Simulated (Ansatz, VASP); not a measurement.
## Mo2Ir in VASP and in Ansatz

```
Mo Ir
1.0
     0.00000    3.61282    3.61282
     3.61282    0.00000    3.61282
     3.61282    3.61282    0.00000
Mo Ir
4 2
Cartesian
  4.5160 4.5160 4.5160
  4.5160 2.7096 2.7096
  2.7096 2.7096 4.5160
  2.7096 4.5160 2.7096
  0.0000 0.0000 0.0000
  1.8064 1.8064 1.8064
```

Alike in both runs: functional PBE; k mesh 4 × 4 × 4; occupations gaussian, width 0.1 eV; no spin polarisation.

Ansatz relaxed the structure, and its values are those at the end. VASP's run is a single point on that final structure, the one shown.

|  | VASP | Ansatz |
| --- | --- | --- |
| version | VASP 6.6.1 | Ansatz 0.2.0 |
| potentials or method | VASP PAW PBE potentials, release 64 (Mo_sv, Ir), cutoff 520 eV | scalar-relativistic, plane waves, PAW |
| valence electrons in the cell | 74 | 90 |

|  | VASP | Ansatz | Ansatz less VASP |
| --- | --- | --- | --- |
| gap on the k mesh at the Fermi level (eV) | none | none | - |
| pressure (GPa) | 0.7 | 0.2 | -0.46 |

A gap of «none» marks a metal or a gap that the smearing closes. VASP's potentials hold 74 valence electrons a cell and Ansatz's 90, so a difference there can come from the potentials and not from the codes.

The k mesh is coarse, so the values compare programs but aren't converged. Spin-orbit coupling is off throughout.
